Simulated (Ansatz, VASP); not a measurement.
## HfMoC2 in VASP and in Ansatz

File INCAR:

```
PREC = Accurate ; ENCUT = 600
EDIFF = 1E-6 ; ISMEAR = -1
SIGMA = 0.05 ; LREAL = False
LASPH = True ; NELM = 150
ALGO = Normal ; ISIF = 3
LWAVE = False ; LCHARG = False
LMAXMIX = 4 ; LDAU = True
LDAUTYPE = 2 ; LDAUL = 2 2 -1
LDAUU = 2 2 0 ; LDAUJ = 0 0 0
LDAUPRINT = 1 ; GGA = PS
IBRION = 2 ; NSW = 60
EDIFFG = -0.01
```

Contents of KPOINTS:

```
regular mesh
0
Gamma
  8 8 6
```

The input POSCAR:

```
HfMoC2
1.0
    3.1914230000      0.0000000000      0.0000000000
    0.0000000000      3.1914230000      0.0000000000
    0.0000000000      0.0000000000      4.4851640000
Hf Mo C
1 1 2
Direct
    0.0000000000      0.0000000000      0.0000000000
    0.5000000000      0.5000000000      0.5000000000
    0.5000000000      0.5000000000      0.0000000000
    0.0000000000      0.0000000000      0.5000000000
```

input.yaml

```yaml
crystal:
  lattice:
    - [3.191423, 0.0, 0.0]
    - [0.0, 3.191423, 0.0]
    - [0.0, 0.0, 4.485164]
  atoms:
    - { symbol: Hf, position: [0.0, 0.0, 0.0] }
    - { symbol: Mo, position: [0.5, 0.5, 0.5] }
    - { symbol: C, position: [0.5, 0.5, 0.0] }
    - { symbol: C, position: [0.0, 0.0, 0.5] }
hamiltonian:
  xc: pbesol
  pseudopotentials: { kind: paw }
  hubbard:
    sites:
      - { species: Hf, l: d, u_eff: 2.0 }
      - { species: Mo, l: d, u_eff: 2.0 }
kpoints:
  mp_grid: { grid: [8, 8, 6] }
scf:
  occupations: { method: fermi_dirac, width: 0.05 }
output:
  forces: true
  stress: true
  eigenvalues: true
relax:
  f_tol: 0.01
  max_steps: 40
  cell: { stress_tol: 0.05 }
```

Alike in both runs: task relaxation of cell and atoms; functional PBEsol; k mesh 8 × 8 × 6; occupations fermi-dirac, width 0.05 eV; no spin polarisation; Hubbard terms Hf d U = 2.0 eV, Mo d U = 2.0 eV.

|  | VASP | Ansatz |
| --- | --- | --- |
| version | VASP 6.6.1 | Ansatz 0.2.0 |
| potentials or method | VASP PAW PBE potentials, release 64 (Hf_pv, Mo_sv, C) | Ansatz PAW |
| plane-wave cutoff (eV) | 600 | 420 |
| valence electrons in the cell | 32 | 48 |

```csv
,VASP,Ansatz,Ansatz less VASP
"gap on the k mesh at the Fermi level, each at its own relaxed structure (eV)",none,none,-
relaxed volume (Å³/atom),11.28,11.14,-0.142
relaxed cell length with the largest relative difference (Å),3.187,3.173,-0.0137
```

VASP's potentials were made for PBE, not for PBEsol. The programs project onto different local orbitals, so the same U acts differently, and such runs can settle in different states. A gap of «none» marks a metal or a gap that the smearing closes. VASP's potentials hold 32 valence electrons a cell and Ansatz's 48, so a difference there can come from the potentials and not from the codes.

Spin-orbit coupling is off throughout. Noted on Ansatz's run: the plane-wave basis is chosen anew once the cell has moved, so the energies of steps on either side of that aren't comparable.
